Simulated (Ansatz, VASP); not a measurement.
Two plane-wave programs on Nb

```
CELL_PARAMETERS angstrom
3.31123 0.00000 0.00000
0.00000 3.31123 0.00000
0.00000 0.00000 20.96680
ATOMIC_POSITIONS crystal
Nb 0.25000 0.25000 0.38891
Nb 0.75000 0.75000 0.46051
Nb 0.25000 0.25000 0.53949
Nb 0.75000 0.75000 0.61109
```

Alike in both runs: task single point; functional PBE; k mesh 10 × 10 × 1; occupations fermi-dirac, width 0.05 eV; no spin polarisation.

|  | VASP | Ansatz |
| --- | --- | --- |
| version | VASP 6.6.1 | Ansatz 0.2.0 |
| potentials or method | VASP PAW PBE potentials, release 64 (Nb_sv) | PAW with Ansatz's default frozen-core files, scalar-relativistic |
| plane-wave cutoff (eV) | 520 | 420 |
| valence electrons in the cell | 52 | 52 |

Ansatz gave:

```
rms of the force components (eV/Å) : 0.001
```

Estimate VASP's values.

rms of the force components (eV/Å): 0.007.

Atom by atom the forces differ by 0.007 eV/Å (rms over components).
